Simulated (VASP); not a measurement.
Set up this calculation in VASP 6.6.1, as the native input.

```yaml
Task: single point
Functional: PBEsol
Potentials_or_basis: VASP PAW PBE potentials, release 64 (Y_sv)
Cutoff: 520 eV
k_mesh: 18 × 18 × 8
Occupations: gaussian, width 0.15 eV
Spin: no spin polarisation
Dipole_correction: no
Further_INCAR_settings: ALGO = Fast; EDIFF = 1e-06; NBANDS = 18
```

The structure of Y lies in POSCAR:

```
Y
1.0
    3.6514992371      0.0000000000      0.0000000000
   -1.8257496185      3.1622911012      0.0000000000
    0.0000000000      0.0000000000      5.4600300000
Y
2
Direct
    0.3333333333      0.6666666667      0.2500000000
    0.6666666667      0.3333333333      0.7500000000
```

This cell differs from its parent crystal: strain +0.000 along x and y, -0.050 along z.

One way to write it, as run:

INCAR

```
PREC = Accurate
ENCUT = 520
EDIFF = 1E-6
ISMEAR = 0
SIGMA = 0.15
LREAL = False
LASPH = True
NELM = 80
ALGO = Fast
ISIF = 2
LWAVE = False
LCHARG = False
GGA = PS
NBANDS = 18
```

KPOINTS

```
Automatic mesh
0
Gamma
  18 18 8
```

Potentials or basis: VASP PAW PBE potentials, release 64 (Y_sv).

Command:

```console
$ cat potpaw_PBE.64/Y_sv/POTCAR > POTCAR
$ mpirun -np 1 vasp_std > vasp.out
```

Results of the run:

```json
{"Pressure": "-0.4 GPa", "Band gap on the k mesh": "zero (bands 11 and 12 overlap by 1.91 eV)"}
```

Caveat: the cell differs from its parent crystal (strain +0.000 along x and y, -0.050 along z); the PAW data sets were made with another functional, which shifts forces and pressure a little.

Wall time 6.5 min on 1 thread of Oxide Virtual Turin-like Processor, with other jobs on the host, peak memory 0.3 GiB.
